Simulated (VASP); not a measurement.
# AlNi (Pm-3m) in VASP: a series of runs

Aim: see how the results for AlNi move with the level of theory and the settings. Levels: PBE, PBE+D4. Tasks: single point.

Program: VASP 6.6.1. These are calculated values, not measurements. Logs are shortened: lines on timing, memory, paths and dates and some standing lists are left out, and cuts for length are marked.

### 1 The cell of the first run

Symmetry: Pm-3m, No. 221, cubic system. Conventional cell: a = 2.881 Å, b = 2.881 Å, c = 2.881 Å, α = 90.00°, β = 90.00°, γ = 90.00°. Ni (site symmetry m-3m) has 8 Al at 2.50 Å and 6 Ni at 2.88 Å within 3.3 Å. Al (site symmetry m-3m) has 8 Ni at 2.50 Å and 6 Al at 2.88 Å within 3.3 Å.

### 2 Single point, PBE, collinear spin, ferromagnetic start

File INCAR:

```
ALGO = Fast
EDIFF = 1E-6
ENCUT = 520
GGA = PE
ISIF = 2
ISMEAR = 0
ISPIN = 2
LASPH = T
LCHARG = F
LMAXMIX = 4
LORBIT = 11
LREAL = F
LWAVE = F
MAGMOM = 1 0
NBANDS = 18
NELM = 150
PREC = Accurate
SIGMA = 0.011
```

File KPOINTS:

```
k-points
0
Gamma
  9 9 9
```

File POSCAR:

```
AlNi
1.0
    2.8810000000      0.0000000000      0.0000000000
    0.0000000000      2.8810000000      0.0000000000
    0.0000000000      0.0000000000      2.8810000000
Ni Al
1 1
Direct
    0.5000000000      0.5000000000      0.5000000000
    0.0000000000      0.0000000000      0.0000000000
```

Potentials or basis: VASP PAW PBE potentials, release 64 (Ni, Al).

The run is started by

```bash
$ cat potpaw_PBE.64/Ni/POTCAR potpaw_PBE.64/Al/POTCAR > POTCAR
$ mpirun -np 1 vasp_std > vasp.out
```

OUTCAR:

```text
EDIFF = 1E-6
   ENCUT = 520
   GGA = PE
   ISIF = 2
   ISMEAR = 0
   ISPIN = 2
   LASPH = T
   LORBIT = 11
   LREAL = F
   NELM = 150
   PREC = Accurate

 ion  position               nearest neighbor table
   1  0.500  0.500  0.500-   2 2.50   2 2.50   2 2.50   2 2.50   2 2.50   2 2.50   2 2.50   2 2.50

   2  0.000  0.000  0.000-   1 2.50   1 2.50   1 2.50   1 2.50   1 2.50   1 2.50   1 2.50   1 2.50

  LATTYP: Found a simple cubic cell.
 ALAT       =     2.8810000000

  Lattice vectors:

 A1 = (   2.8810000000,   0.0000000000,   0.0000000000)
 A2 = (   0.0000000000,   2.8810000000,   0.0000000000)
 A3 = (   0.0000000000,   0.0000000000,   2.8810000000)

Analysis of symmetry for initial positions (statically):
=====================================================================
 Subroutine PRICEL returns:
 Original cell was already a primitive cell.

 Routine SETGRP: Setting up the symmetry group for a
 simple cubic supercell.

 Subroutine GETGRP returns: Found 48 space group operations
 (whereof 48 operations were pure point group operations)
 out of a pool of 48 trial point group operations.

The static configuration has the point symmetry O_h .

Analysis of symmetry for dynamics (positions and initial velocities):
=====================================================================
 Subroutine PRICEL returns:
 Original cell was already a primitive cell.

 Routine SETGRP: Setting up the symmetry group for a
 simple cubic supercell.

 Subroutine GETGRP returns: Found 48 space group operations
 (whereof 48 operations were pure point group operations)
 out of a pool of 48 trial point group operations.

The dynamic configuration has the point symmetry O_h .

Analysis of structural, dynamic, and magnetic symmetry:
=====================================================================
 Subroutine PRICEL returns:
 Original cell was already a primitive cell.

 Routine SETGRP: Setting up the symmetry group for a
 simple cubic supercell.

 Subroutine GETGRP returns: Found 48 space group operations
 (whereof 48 operations were pure point group operations)
 out of a pool of 48 trial point group operations.

The overall configuration has the point symmetry O_h .

[... 109 lines left out ...]
   NELECT =      13.0000    total number of electrons
   NUPDOWN=      -1.0000    fix difference up-down
   EMIN   =  10.00;   EMAX   =-10.00  energy-range for DOS
   EFERMI =   0.00;   METHOD = LEGACY
   ISMEAR =     0;   SIGMA  =   0.01  broadening in eV -4-tet -1-fermi 0-gaus
   EFERMI_NEDOS =   21; number of points for ismear=-14 and -15
   IALGO  =     68    algorithm
   IMIX   =      4    mixing-type and parameters
     AMIX     =   0.40;   BMIX     =  1.00
     AMIX_MAG =   1.60;   BMIX_MAG =  1.00
  volume/ion in A,a.u.               =      11.96        80.69
  Fermi-wavevector in a.u.,A,eV,Ry     =   1.336122  2.524904 24.289410  1.785221
  Thomas-Fermi vector in A             =   2.464773
   LORBIT       =     11    0 simple, 1 ext, 2 COOP (PROOUT), +10 PAW based schemes
   GGA     = PE    functional components
   LHFCALC =     F    Hartree Fock is set to
   AEXX    =    0.0000 exact exchange contribution
   IVDW    =     0    specifies the selected vdW correction
   LEPSILON=     F    determine dielectric tensor
   LRPA    =     F    only Hartree local field effects (RPA)
 spin polarized calculation
 RMM-DIIS sequential band-by-band and
 Gauss-broadening in eV      SIGMA  =   0.01
  energy-cutoff  :      520.00
  volume of cell :       23.91
 maximum number of plane-waves:       656
 NGX is ok and might be reduce to    24
   NGX = 11   NGY = 11   NGZ = 11

 number of electron      13.0000015 magnetization      -0.0021393

 number of electron      13.0000015 magnetization       0.0002058

 Free energy of the ion-electron system (eV)
  ---------------------------------------------------
  ext. energy  EPLUGINS =         0.00000000
  ---------------------------------------------------
  free energy    TOTEN  =       -10.53305855 eV

  energy without entropy =      -10.53303288  energy(sigma->0) =      -10.53304571

 E-fermi :  10.0554     XC(G=0): -12.0490

 val. band max:        9.9610250658   @ k =   0.3333   0.3333   0.0000
 cond. band min:      10.0711180936   @ k =   0.3333   0.1111   0.1111
 fundamental gap:      0.1100930278
 Fermi energy:        10.0554475908

 spin component 1

 k-point     1 :       0.0000    0.0000    0.0000
  band No.  band energies     occupation
      1      -1.1119      1.00000
      2       6.7884      1.00000
      3       6.7884      1.00000
      4       8.4710      1.00000
      5       8.4710      1.00000
      6       8.4710      1.00000
[... 493 lines left out ...]
     17      32.6025      0.00000
     18      36.4952      0.00000

 [... further k-points ...]

 spin component 2

 k-point     1 :       0.0000    0.0000    0.0000
  band No.  band energies     occupation
      1      -1.1119      1.00000
      2       6.7888      1.00000
      3       6.7888      1.00000
      4       8.4713      1.00000
      5       8.4713      1.00000
      6       8.4713      1.00000
[... 493 lines left out ...]
     17      32.6026      0.00000
     18      36.4636      0.00000

 [... further k-points ...]
[... 5 lines left out ...]
  --------------------------------------------------------------------------------------
  -------------------------------------------------------------------------------------
  Total        0.2735063      0.2735063      0.2735063      0.0000000     -0.0000000      0.0000000
  in kB       18.3251739     18.3251739     18.3251739      0.0000000     -0.0000000      0.0000000
  external PRESSURE =      18.3251739 kB  Pullay stress =       0.0000000 kB

 VOLUME and BASIS-vectors are now :
 -----------------------------------------------------------------------------
  energy-cutoff  :      520.00
  volume of cell :       23.91
      direct lattice vectors                 reciprocal lattice vectors
     2.881000000  0.000000000  0.000000000     0.347101701  0.000000000  0.000000000
     0.000000000  2.881000000  0.000000000     0.000000000  0.347101701  0.000000000
     0.000000000  0.000000000  2.881000000     0.000000000  0.000000000  0.347101701

 POSITION                                       TOTAL-FORCE (eV/Angst)
 -----------------------------------------------------------------------------------
      1.44050      1.44050      1.44050         0.000000      0.000000      0.000000
      0.00000      0.00000      0.00000         0.000000      0.000000      0.000000
 -----------------------------------------------------------------------------------
    total drift:                                0.000000      0.000000     -0.000000

  FREE ENERGIE OF THE ION-ELECTRON SYSTEM (eV)
  ---------------------------------------------------
  free  energy   TOTEN  =       -10.5330585455 eV

  energy  without entropy=      -10.5330328822  energy(sigma->0) =      -10.53304571

 total charge

# of ion       s       p       d       tot
------------------------------------------
    1        0.475   0.518   8.471   9.464
    2        0.384   0.413   0.000   0.797
--------------------------------------------------
tot          0.859   0.931   8.471  10.261

 magnetization (x)

# of ion       s       p       d       tot
------------------------------------------
    1        0.000  -0.000   0.000   0.000
    2        0.000   0.000   0.000   0.000
--------------------------------------------------
tot          0.000  -0.000   0.000   0.000
```

stdout:

```text
POSCAR found type information on POSCAR NiAl
 POSCAR found :  2 types and       2 ions
 scaLAPACK will be used
 LDA part: xc-table for (Slater+PW92), standard interpolation
 POSCAR, INCAR and KPOINTS ok, starting setup
 FFT: planning ... GRIDC
 FFT: planning ... GRID_SOFT
 FFT: planning ... GRID
 WAVECAR not read
 entering main loop
```

Wall time 11 s (1 thread of Intel Xeon 6975P-C (Granite Rapids), shared host); peak memory 0.16 GiB.

Results:

```
Free energy                                           : -10.5331 eV
Pressure                                              : 1.8 GPa
Net moment                                            : 0.00 μB per cell
Valence electrons inside the program's atomic spheres : Ni 9.46; Al 0.80
```

Levels at points of the mesh, in eV from the Fermi level:
Spin up:
| k point | band 3 | band 4 | band 5 | band 6 | band 7 | band 8 | band 9 | band 10 |
| --- | --- | --- | --- | --- | --- | --- | --- | --- |
| (0.00, 0.00, 0.00) | -3.27 | -1.58 | -1.58 | -1.58 | 5.47 | 5.47 | 5.47 | 8.09 |
Spin down:
```
           k point  band 4  band 5  band 6  band 7  band 8  band 9
(0.00, 0.00, 0.00)   -1.58   -1.58   -1.58    5.47    5.47    5.47
```

### 3 Single point, PBE, collinear spin, ferromagnetic start

File INCAR:

```
SYSTEM = AlNi
PREC = Accurate ; ENCUT = 520
EDIFF = 1E-6 ; ISMEAR = 0
SIGMA = 0.023 ; LREAL = .False.
LASPH = .True. ; NELM = 150
ALGO = Fast ; ISIF = 2
LWAVE = .False. ; LCHARG = .False.
ISPIN = 2 ; MAGMOM = 1 0
LORBIT = 11 ; LMAXMIX = 4
GGA = PE ; NBANDS = 18
```

File KPOINTS:

```
regular mesh
0
Gamma
  9 9 9
  0 0 0
```

POSCAR is that of step 2.

Potentials or basis: VASP PAW PBE potentials, release 64 (Ni, Al).

The run is started by

```bash
$ cat potpaw_PBE.64/Ni/POTCAR potpaw_PBE.64/Al/POTCAR > POTCAR
$ mpirun -np 1 vasp_std > vasp.out
```

OUTCAR:

```text
SYSTEM = AlNi
   PREC = Accurate
   ENCUT = 520
   EDIFF = 1E-6
   ISMEAR = 0
   LREAL = .False.
   LASPH = .True.
   NELM = 150
   ISIF = 2
   ISPIN = 2
   LORBIT = 11
   GGA = PE

 ion  position               nearest neighbor table
   1  0.500  0.500  0.500-   2 2.50   2 2.50   2 2.50   2 2.50   2 2.50   2 2.50   2 2.50   2 2.50

   2  0.000  0.000  0.000-   1 2.50   1 2.50   1 2.50   1 2.50   1 2.50   1 2.50   1 2.50   1 2.50

  LATTYP: Found a simple cubic cell.
 ALAT       =     2.8810000000

  Lattice vectors:

 A1 = (   2.8810000000,   0.0000000000,   0.0000000000)
 A2 = (   0.0000000000,   2.8810000000,   0.0000000000)
 A3 = (   0.0000000000,   0.0000000000,   2.8810000000)
[... 1227 lines left out ...]
 -----------------------------------------------------------------------------
  energy-cutoff  :      520.00
  volume of cell :       23.91
      direct lattice vectors                 reciprocal lattice vectors
     2.881000000  0.000000000  0.000000000     0.347101701  0.000000000  0.000000000
     0.000000000  2.881000000  0.000000000     0.000000000  0.347101701  0.000000000
     0.000000000  0.000000000  2.881000000     0.000000000  0.000000000  0.347101701

 POSITION                                       TOTAL-FORCE (eV/Angst)
 -----------------------------------------------------------------------------------
      1.44050      1.44050      1.44050         0.000000      0.000000      0.000000
      0.00000      0.00000      0.00000         0.000000      0.000000      0.000000
 -----------------------------------------------------------------------------------
    total drift:                                0.000000      0.000000     -0.000000

  FREE ENERGIE OF THE ION-ELECTRON SYSTEM (eV)
  ---------------------------------------------------
  free  energy   TOTEN  =       -10.5330865349 eV

  energy  without entropy=      -10.5330328574  energy(sigma->0) =      -10.53305970

 total charge

# of ion       s       p       d       tot
------------------------------------------
    1        0.475   0.518   8.471   9.464
    2        0.384   0.413   0.000   0.797
--------------------------------------------------
tot          0.859   0.931   8.471  10.261

 magnetization (x)

# of ion       s       p       d       tot
------------------------------------------
    1        0.000  -0.000   0.000   0.000
    2        0.000  -0.000   0.000   0.000
--------------------------------------------------
tot          0.000  -0.000   0.000   0.000
```

OSZICAR:

```text
N       E                     dE             d eps       ncg     rms          rms(c)
DAV:   1     0.470831275000E+02    0.47083E+02   -0.52999E+03  2552   0.798E+02
DAV:   2    -0.916255356170E+01   -0.56246E+02   -0.49575E+02  2714   0.163E+02
DAV:   3    -0.118854822680E+02   -0.27229E+01   -0.26569E+01  2994   0.368E+01
DAV:   4    -0.119213913352E+02   -0.35909E-01   -0.35874E-01  2946   0.376E+00
DAV:   5    -0.119222034846E+02   -0.81215E-03   -0.81210E-03  3040   0.616E-01    0.124E+01
RMM:   6    -0.139932116321E+02   -0.20710E+01   -0.98849E+00  3200   0.314E+01    0.173E+01
RMM:   7    -0.105426226659E+02    0.34506E+01   -0.25085E+00  3009   0.152E+01    0.138E+00
RMM:   8    -0.105421604913E+02    0.46217E-03   -0.65650E-02  2879   0.221E+00    0.771E-01
RMM:   9    -0.105344432896E+02    0.77172E-02   -0.14036E-02  3067   0.694E-01    0.797E-01
RMM:  10    -0.105331904321E+02    0.12529E-02   -0.20103E-03  3416   0.411E-01    0.255E-01
RMM:  11    -0.105330755457E+02    0.11489E-03   -0.54487E-04  3413   0.177E-01    0.799E-02
RMM:  12    -0.105330900051E+02   -0.14459E-04   -0.11681E-04  3661   0.614E-02    0.578E-02
RMM:  13    -0.105330833940E+02    0.66111E-05   -0.24771E-05  3701   0.293E-02    0.248E-02
RMM:  14    -0.105330868070E+02   -0.34130E-05   -0.50553E-06  3278   0.161E-02    0.113E-02
RMM:  15    -0.105330865349E+02    0.27213E-06   -0.16873E-06  2502   0.102E-02
   1 F= -.10533087E+02 E0= -.10533060E+02  d E =-.536774E-04  mag=    -0.0001
```

stdout:

```text
POSCAR found type information on POSCAR NiAl
 POSCAR found :  2 types and       2 ions
 scaLAPACK will be used
 LDA part: xc-table for (Slater+PW92), standard interpolation
 POSCAR, INCAR and KPOINTS ok, starting setup
 FFT: planning ... GRIDC
 FFT: planning ... GRID_SOFT
 FFT: planning ... GRID
 WAVECAR not read
 entering main loop
```

Run time: 12 s. Hardware: 1 thread of Intel Xeon 6975P-C (Granite Rapids), shared host; peak memory 0.15 GiB.

Results:

```
Free energy                                           : -10.5331 eV
Pressure                                              : 1.8 GPa
Net moment                                            : 0.00 μB per cell
Valence electrons inside the program's atomic spheres : Ni 9.46; Al 0.80
```

Levels at points of the mesh, in eV from the Fermi level:
Spin up:
| k point | band 4 | band 5 | band 6 | band 7 | band 8 | band 9 |
| --- | --- | --- | --- | --- | --- | --- |
| (0.00, 0.00, 0.00) | -1.57 | -1.57 | -1.57 | 5.49 | 5.49 | 5.49 |
Spin down:
```tsv
k point	band 2	band 3	band 4	band 5	band 6	band 7	band 8	band 9	band 10	band 11
(0.00, 0.00, 0.00)	-3.25	-3.25	-1.57	-1.57	-1.57	5.49	5.49	5.49	8.11	8.11
```

(Part 1 of 2 ends here.)
